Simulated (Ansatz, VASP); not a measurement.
**AlSn in VASP and in Ansatz**

```
Sn Al
1.0
     4.19811    0.00000    0.00000
    -2.09905    3.63567    0.00000
     0.00000    0.00000    3.30685
Sn Al
1 1
Cartesian
  0.0000 2.4238 1.6534
  0.0000 0.0000 0.0000
```

Alike in both runs: task relaxation of cell and atoms; functional PBEsol; k mesh 7 × 7 × 8; occupations fermi-dirac, width 0.05 eV; no spin polarisation.

```csv
,VASP,Ansatz
version,VASP 6.6.1,Ansatz 0.2.0
potentials or method,"VASP PAW PBE potentials, release 64 (Sn_d, Al)",Ansatz PAW
plane-wave cutoff (eV),600,420
valence electrons in the cell,17,17
```

Ansatz gave:

* gap on the k mesh at the Fermi level, each at its own relaxed structure (eV): none
* relaxed volume (Å³/atom): 24.35
* relaxed cell length with the largest relative difference (Å): 3.282

Problem. Which values does VASP return?

Solution. gap on the k mesh at the Fermi level, each at its own relaxed structure (eV): none; relaxed volume (Å³/atom): 24.36; relaxed cell length with the largest relative difference (Å): 3.283.

VASP's potentials were made for PBE, not for PBEsol. A gap of «none» marks a metal or a gap that the smearing closes.

Noted on Ansatz's run: the plane-wave basis is chosen anew once the cell has moved, so the energies of steps on either side of that aren't comparable.
